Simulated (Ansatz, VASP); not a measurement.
# Two plane-wave programs on Ru

INCAR

```
ALGO     = Fast           # electronic algorithm
EDIFF    = 1E-6           # SCF threshold, eV
ENCUT    = 520            # plane-wave cutoff, eV
GGA      = PS             # functional
ISIF     = 2              # what is computed and relaxed
ISMEAR   = 0              # smearing method
LASPH    = T              # aspherical terms in the spheres
LCHARG   = F              # write CHGCAR
LREAL    = F              # projectors in reciprocal space
LWAVE    = F              # write WAVECAR
NBANDS   = 21             # bands
NELM     = 80             # most SCF steps
PREC     = Accurate       # precision mode
SIGMA    = 0.15           # smearing width, eV
```

File KPOINTS:

```
k-points
0
Gamma
  24 24 12
```

POSCAR

```
Ru
1.0
    2.4013969091      0.0000000000      0.0000000000
   -1.2006984546      2.6069111941      0.0000000000
    0.0000000000      0.0000000000      4.2819000000
Ru
2
Direct
    0.3333333333      0.6666666667      0.2500000000
    0.6666666667      0.3333333333      0.7500000000
```

Input for Ansatz:

```yaml
crystal:
  lattice:
    - [2.4013969091, 0.0, 0.0]
    - [-1.2006984546, 2.6069111941, 0.0]
    - [0.0, 0.0, 4.2819]
  atoms:
    - { symbol: Ru, position: [0.3333333333, 0.6666666667, 0.25] }
    - { symbol: Ru, position: [0.6666666667, 0.3333333333, 0.75] }
basis:
  ecutwfc: 420
kpoints:
  mp_grid: { grid: [24, 24, 12] }
hamiltonian:
  xc: pbesol
scf:
  occupations: { method: gaussian, width: 0.15 }
output:
  forces: true
  stress: true
  eigenvalues: true
  write_density: true
  write_potential: true
  elf: true
  volumetric_format: npy
```

Change from the starting cell: strain -0.1125 x Voigt [1, -1, 0, 0, 0, 0], atoms carried along.

Alike in both runs: task single point; functional PBEsol; k mesh 24 × 24 × 12; occupations gaussian, width 0.15 eV; no spin polarisation.

```csv
,VASP,Ansatz
version,VASP 6.6.1,Ansatz 0.2.0
potentials or method,"VASP PAW PBE potentials, release 64 (Ru_pv), cutoff 520 eV","scalar-relativistic, plane waves, PAW"
valence electrons in the cell,28,32
```

```tsv
	VASP	Ansatz	Ansatz less VASP
gap on the k mesh at the Fermi level (eV)	none	none	-
pressure (GPa)	12.5	12.3	-0.19
traceless stress, the component that is largest in VASP (GPa)	57.80	57.60	-0.200
rms of the force components (eV/Å)	0.275	0.273	-0.0023
```

VASP's potentials were made for PBE, not for PBEsol. Atom by atom the forces differ by 0.002 eV/Å (rms over components). A gap of «none» marks a metal or a gap that the smearing closes. VASP's potentials hold 28 valence electrons a cell and Ansatz's 32, so a difference there can come from the potentials and not from the codes.
